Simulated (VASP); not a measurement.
# BaTiO3 in VASP: single point with PBEsol+U

Aim: the single point of BaTiO3 with PBEsol+U.

Everything below comes from runs of VASP 6.6.1. Logs are shortened: lines on timing, memory, paths and dates and some standing lists are left out, and cuts for length are marked.

### Step 1. The cell of the first run

The typed cell holds 10 atoms: a = 3.983 Å, b = 3.983 Å, c = 7.966 Å, α = 90.00°, β = 90.00°, γ = 90.00°.

### Step 2. Single point, PBEsol+U

INCAR

```
SYSTEM = BaTiO3
  PREC = Accurate
  ENCUT = 520
  EDIFF = 1E-6
  ISMEAR = -1
  SIGMA = 0.05
  LREAL = .FALSE.
  LASPH = .TRUE.
  NELM = 150
  ALGO = Normal
  ISIF = 2
  LWAVE = .FALSE.
  LCHARG = .TRUE.
  LMAXMIX = 4
  LDAU = .TRUE.
  LDAUTYPE = 2
  LDAUL = -1 2 -1
  LDAUU = 0 5 0
  LDAUJ = 0 0 0
  LDAUPRINT = 1
  GGA = PS
  LVHAR = .TRUE.
  NBANDS = 51
  KPAR = 4
```

KPOINTS

```
Automatic mesh
0
G
  7 7 4
  0 0 0
```

POSCAR

```
BaTiO3
1.0
    3.9828104646      0.0000016705     -0.0000007547
    0.0000016705      3.9828136395     -0.0000001661
   -0.0000015094     -0.0000003321      7.9655692161
Ba Ti O
2 2 6
Direct
    0.5000145091      0.5000355876      0.2500097277
    0.5000130744      0.5000378169      0.7500095416
   -0.0000008285      1.0000982595      0.0000238807
    1.0000692302      1.0000879175      0.5000237641
    0.5000009815      0.9999673921      0.9999921497
    0.4999506448      0.9999693198      0.4999903903
    1.0000038120      0.4999310492      0.9999908620
    0.9999737333      0.4999374956      0.4999927869
    0.9999864462     -0.0000309827      0.2499835007
   -0.0000116031     -0.0000338454      0.7499833862
```

Potentials or basis: VASP PAW PBE potentials, release 64 (Ba_sv, Ti_sv, O).

The run is started by

```sh
$ cat potpaw_PBE.64/Ba_sv/POTCAR potpaw_PBE.64/Ti_sv/POTCAR potpaw_PBE.64/O/POTCAR > POTCAR
$ mpirun -np 4 vasp_std > vasp.out
```

OUTCAR:

```text
SYSTEM = BaTiO3
   PREC = Accurate
   ENCUT = 520
   EDIFF = 1E-6
   ISMEAR = -1
   LREAL = .FALSE.
   LASPH = .TRUE.
   NELM = 150
   ISIF = 2
   GGA = PS

 ion  position               nearest neighbor table
   1  0.500  0.500  0.250-   6 2.82   9 2.82   8 2.82   9 2.82   5 2.82   8 2.82   7 2.82   6 2.82
                             9 2.82   7 2.82   9 2.82   5 2.82   3 3.45   4 3.45   3 3.45   3 3.45
   2  0.500  0.500  0.750-   5 2.82  10 2.82   7 2.82  10 2.82   6 2.82   7 2.82   8 2.82   5 2.82
                            10 2.82   8 2.82  10 2.82   6 2.82   4 3.45   3 3.45   4 3.45   4 3.45
   3  1.000  0.000  0.000-   7 1.99   9 1.99   5 1.99   5 1.99  10 1.99   7 1.99   1 3.45   1 3.45
                             2 3.45   2 3.45   1 3.45   1 3.45   2 3.45   2 3.45
   4  0.000  0.000  0.500-   8 1.99   6 1.99  10 1.99   9 1.99   6 1.99   8 1.99   2 3.45   1 3.45
                             2 3.45   2 3.45   1 3.45   1 3.45   2 3.45   1 3.45
   5  0.500  1.000  1.000-   3 1.99   3 1.99   2 2.82   1 2.82   2 2.82   1 2.82
   6  0.500  1.000  0.500-   4 1.99   4 1.99   1 2.82   2 2.82   1 2.82   2 2.82
   7  0.000  0.500  1.000-   3 1.99   3 1.99   2 2.82   2 2.82   1 2.82   1 2.82
   8  1.000  0.500  0.500-   4 1.99   4 1.99   1 2.82   2 2.82   1 2.82   2 2.82
   9  1.000  1.000  0.250-   3 1.99   4 1.99   1 2.82   1 2.82   1 2.82   1 2.82
  10  1.000  1.000  0.750-   4 1.99   3 1.99   2 2.82   2 2.82   2 2.82   2 2.82

  LATTYP: Found a simple tetragonal cell.
 ALAT       =     3.9828104646
 C/A-ratio  =     1.9999870159

  Lattice vectors:

 A1 = (   3.9828104646,   0.0000016705,  -0.0000007547)
 A2 = (   0.0000016705,   3.9828136395,  -0.0000001661)
 A3 = (  -0.0000015094,  -0.0000003321,   7.9655692161)

Analysis of symmetry for initial positions (statically):
=====================================================================
 Subroutine PRICEL returns:
 Original cell was already a primitive cell.

 Routine SETGRP: Setting up the symmetry group for a
 simple tetragonal supercell.

 Subroutine GETGRP returns: Found  1 space group operations
 (whereof  1 operations were pure point group operations)
 out of a pool of 16 trial point group operations.

The static configuration has the point symmetry C_1 .

Analysis of symmetry for dynamics (positions and initial velocities):
=====================================================================
 Subroutine PRICEL returns:
 Original cell was already a primitive cell.

 Routine SETGRP: Setting up the symmetry group for a
 simple tetragonal supercell.

 Subroutine GETGRP returns: Found  1 space group operations
 (whereof  1 operations were pure point group operations)
 out of a pool of 16 trial point group operations.

The dynamic configuration has the point symmetry C_1 .

 Subroutine INISYM returns: Found  1 space group operations
 (whereof  1 operations are pure point group operations),
 and found     1 'primitive' translations

----------------------------------------------------------------------------------------

                                     Primitive cell

  volume of cell :     126.3562

  direct lattice vectors                    reciprocal lattice vectors
     3.982810465  0.000001670 -0.000000755     0.251078983 -0.000000105  0.000000048
     0.000001670  3.982813639 -0.000000166    -0.000000105  0.251078783  0.000000010
    -0.000001509 -0.000000332  7.965569216     0.000000024  0.000000005  0.125540306

  length of vectors
     3.982810465  3.982813640  7.965569216     0.251078983  0.251078783  0.125540306

  position of ions in fractional coordinates (direct lattice)
[... 149 lines left out ...]
spin component  2

  0.1011 -0.0000 -0.0000  0.0000  0.0000
 -0.0000  0.1011  0.0000  0.0000  0.0000
 -0.0000  0.0000  0.2389 -0.0000  0.0000
  0.0000  0.0000 -0.0000  0.1011 -0.0000
  0.0000  0.0000  0.0000 -0.0000  0.2389

 occupancies and eigenvectors

  o =  0.1011  v =  0.9992  0.0135  0.0000 -0.0364 -0.0000  0.0000  0.0000  0.0000  0.0000  0.0000      0.0000  0.0000  0.0000  0.0000  0.0000  0.0000  0.0000  0.0000  0.0000  0.0000
  o =  0.1011  v =  0.0000  0.0000  0.0000  0.0000  0.0000  0.9992  0.0135  0.0000 -0.0364 -0.0000      0.0000  0.0000  0.0000  0.0000  0.0000  0.0000  0.0000  0.0000  0.0000  0.0000
  o =  0.1011  v = -0.0368  0.0361 -0.0000 -0.9987 -0.0000  0.0000  0.0000  0.0000  0.0000  0.0000      0.0000  0.0000  0.0000  0.0000  0.0000  0.0000  0.0000  0.0000  0.0000  0.0000
  o =  0.1011  v =  0.0000  0.0000  0.0000  0.0000  0.0000 -0.0368  0.0361 -0.0000 -0.9987 -0.0000      0.0000  0.0000  0.0000  0.0000  0.0000  0.0000  0.0000  0.0000  0.0000  0.0000
  o =  0.1011  v = -0.0122  0.9993 -0.0000  0.0365 -0.0000  0.0000  0.0000  0.0000  0.0000  0.0000      0.0000  0.0000  0.0000  0.0000  0.0000  0.0000  0.0000  0.0000  0.0000  0.0000
  o =  0.1011  v =  0.0000  0.0000  0.0000  0.0000  0.0000 -0.0122  0.9993 -0.0000  0.0365 -0.0000      0.0000  0.0000  0.0000  0.0000  0.0000  0.0000  0.0000  0.0000  0.0000  0.0000
  o =  0.2389  v = -0.0000 -0.0000  0.0163  0.0000 -0.9999  0.0000  0.0000  0.0000  0.0000  0.0000      0.0000  0.0000  0.0000  0.0000  0.0000  0.0000  0.0000  0.0000  0.0000  0.0000
  o =  0.2389  v =  0.0000  0.0000  0.0000  0.0000  0.0000 -0.0000 -0.0000  0.0163  0.0000 -0.9999      0.0000  0.0000  0.0000  0.0000  0.0000  0.0000  0.0000  0.0000  0.0000  0.0000
  o =  0.2389  v =  0.0000  0.0000  0.0000  0.0000  0.0000  0.0000 -0.0000 -0.9999  0.0000 -0.0163      0.0000  0.0000  0.0000  0.0000  0.0000  0.0000  0.0000  0.0000  0.0000  0.0000
  o =  0.2389  v =  0.0000 -0.0000 -0.9999  0.0000 -0.0163  0.0000  0.0000  0.0000  0.0000  0.0000      0.0000  0.0000  0.0000  0.0000  0.0000  0.0000  0.0000  0.0000  0.0000  0.0000

atom =   4  type =  2  l = 2

 onsite density matrix

spin component  1

  0.1011  0.0000  0.0000 -0.0000  0.0000
  0.0000  0.1011 -0.0000  0.0000 -0.0000
  0.0000 -0.0000  0.2389 -0.0000  0.0000
 -0.0000  0.0000 -0.0000  0.1011  0.0000
  0.0000 -0.0000  0.0000  0.0000  0.2389

spin component  2

  0.1011  0.0000  0.0000 -0.0000  0.0000
  0.0000  0.1011 -0.0000  0.0000 -0.0000
  0.0000 -0.0000  0.2389 -0.0000  0.0000
 -0.0000  0.0000 -0.0000  0.1011  0.0000
  0.0000 -0.0000  0.0000  0.0000  0.2389

 occupancies and eigenvectors

  o =  0.1011  v =  0.9962 -0.0293 -0.0000  0.0820 -0.0000  0.0000  0.0000  0.0000  0.0000  0.0000      0.0000  0.0000  0.0000  0.0000  0.0000  0.0000  0.0000  0.0000  0.0000  0.0000
  o =  0.1011  v =  0.0000  0.0000  0.0000  0.0000  0.0000  0.9962 -0.0293 -0.0000  0.0820 -0.0000      0.0000  0.0000  0.0000  0.0000  0.0000  0.0000  0.0000  0.0000  0.0000  0.0000
  o =  0.1011  v = -0.0853 -0.1375  0.0000  0.9868 -0.0000  0.0000  0.0000  0.0000  0.0000  0.0000      0.0000  0.0000  0.0000  0.0000  0.0000  0.0000  0.0000  0.0000  0.0000  0.0000
  o =  0.1011  v =  0.0000  0.0000  0.0000  0.0000  0.0000 -0.0853 -0.1375  0.0000  0.9868 -0.0000      0.0000  0.0000  0.0000  0.0000  0.0000  0.0000  0.0000  0.0000  0.0000  0.0000
  o =  0.1011  v =  0.0176  0.9901  0.0000  0.1395  0.0000  0.0000  0.0000  0.0000  0.0000  0.0000      0.0000  0.0000  0.0000  0.0000  0.0000  0.0000  0.0000  0.0000  0.0000  0.0000
  o =  0.1011  v =  0.0000  0.0000  0.0000  0.0000  0.0000  0.0176  0.9901  0.0000  0.1395  0.0000      0.0000  0.0000  0.0000  0.0000  0.0000  0.0000  0.0000  0.0000  0.0000  0.0000
  o =  0.2389  v =  0.0000 -0.0000 -0.0149  0.0000  0.9999  0.0000  0.0000  0.0000  0.0000  0.0000      0.0000  0.0000  0.0000  0.0000  0.0000  0.0000  0.0000  0.0000  0.0000  0.0000
  o =  0.2389  v =  0.0000  0.0000  0.0000  0.0000  0.0000  0.0000 -0.0000 -0.0149  0.0000  0.9999      0.0000  0.0000  0.0000  0.0000  0.0000  0.0000  0.0000  0.0000  0.0000  0.0000
  o =  0.2389  v =  0.0000  0.0000  0.0000  0.0000  0.0000 -0.0000  0.0000 -0.9999  0.0000 -0.0149      0.0000  0.0000  0.0000  0.0000  0.0000  0.0000  0.0000  0.0000  0.0000  0.0000
  o =  0.2389  v = -0.0000  0.0000 -0.9999  0.0000 -0.0149  0.0000  0.0000  0.0000  0.0000  0.0000      0.0000  0.0000  0.0000  0.0000  0.0000  0.0000  0.0000  0.0000  0.0000  0.0000

 number of electron      79.9999953 magnetization

 Free energy of the ion-electron system (eV)
  ---------------------------------------------------
  ext. energy  EPLUGINS =         0.00000000
  ---------------------------------------------------
  free energy    TOTEN  =       -77.25862000 eV

  energy without entropy =      -77.25862000  energy(sigma->0) =      -77.25862000

 E-fermi :   5.1353     XC(G=0): -11.6036

 val. band max:        3.9442634602   @ k =  -0.4286   0.4286   0.0000
 cond. band min:       6.3075708309   @ k =   0.0000   0.0000   0.0000
 fundamental gap:      2.3633073707
 Fermi energy:         5.1352922425

 k-point     1 :       0.0000    0.0000    0.0000
  band No.  band energies     occupation
      1     -53.6795      2.00000
      2     -53.6785      2.00000
      3     -29.9980      2.00000
      4     -29.9502      2.00000
      5     -29.9502      2.00000
      6     -29.9502      2.00000
[... 1285 lines left out ...]
     50      10.8562      0.00000
     51      11.8545      0.00000

 [... further k-points ...]

------------------------ aborting loop because EDIFF is reached ----------------------------------------

  FORCE on cell =-STRESS in cart. coord.  units (eV):
  Direction    XX          YY          ZZ          XY          YZ          ZX
  --------------------------------------------------------------------------------------
  -------------------------------------------------------------------------------------
  Total        3.5026365      3.5027613      3.5044492     -0.0000921      0.0000266      0.0000372
  in kB       44.4129083     44.4144900     44.4358933     -0.0011684      0.0003370      0.0004720
  external PRESSURE =      44.4210972 kB  Pullay stress =       0.0000000 kB

 VOLUME and BASIS-vectors are now :
 -----------------------------------------------------------------------------
  energy-cutoff  :      520.00
  volume of cell :      126.36
      direct lattice vectors                 reciprocal lattice vectors
     3.982810465  0.000001670 -0.000000755     0.251078983 -0.000000105  0.000000048
     0.000001670  3.982813639 -0.000000166    -0.000000105  0.251078783  0.000000010
    -0.000001509 -0.000000332  7.965569216     0.000000024  0.000000005  0.125540306

 POSITION                                       TOTAL-FORCE (eV/Angst)
 -----------------------------------------------------------------------------------
      1.99146      1.99155      1.99147        -0.000099     -0.000147     -0.000126
      1.99146      1.99156      5.97425        -0.000055     -0.000221     -0.000090
      3.98281      0.00039      0.00019         0.000218     -0.002950     -0.001403
      0.00027      0.00035      3.98297        -0.002246     -0.002598     -0.001406
      1.99141      3.98268      7.96551        -0.000141      0.000066      0.000053
      1.99121      3.98269      3.98271         0.002178      0.000098      0.000107
      0.00001      1.99113      7.96550        -0.000029      0.002944      0.000118
      3.98271      1.99116      3.98273         0.000073      0.002607     -0.000009
      3.98276      3.98269      1.99126         0.000077      0.000062      0.001485
      3.98276      3.98268      5.97404         0.000024      0.000139      0.001271
 -----------------------------------------------------------------------------------
    total drift:                               -0.000022     -0.000033     -0.000042

  FREE ENERGIE OF THE ION-ELECTRON SYSTEM (eV)
  ---------------------------------------------------
  free  energy   TOTEN  =       -77.2586199950 eV

  energy  without entropy=      -77.2586199950  energy(sigma->0) =      -77.25862000
```

Run time: 4.6 min. Hardware: 4 MPI ranks of Oxide Virtual Turin-like, shared host; peak memory 0.57 GiB.

Results:

```yaml
Free_energy: -77.2586 eV
Pressure: 4.4 GPa
Largest_force: 0.004 eV/Å
Band_gap_on_the_k_mesh: 2.36 eV
```

Forces on the atoms (eV/Å):
```
Ba   0.000  0.000  0.000
Ba   0.000  0.000  0.000
Ti   0.000 -0.003 -0.001
Ti  -0.002 -0.003 -0.001
O    0.000  0.000  0.000
O    0.002  0.000  0.000
O    0.000  0.003  0.000
O    0.000  0.003  0.000
O    0.000  0.000  0.001
O    0.000  0.000  0.001
```

Eigenvalues of the final occupation matrices:
```csv
site,spin,trace,eigenvalues
site 3 d,1,0.78,0.10 0.10 0.10 0.24 0.24
site 3 d,2,0.78,0.10 0.10 0.10 0.24 0.24
site 4 d,1,0.78,0.10 0.10 0.10 0.24 0.24
site 4 d,2,0.78,0.10 0.10 0.10 0.24 0.24
```

Caveat: the cell stands under pressure; the PAW data sets were made with another functional, which shifts forces and pressure a little; spin-orbit coupling is left out, which moves the levels of the heavy elements.
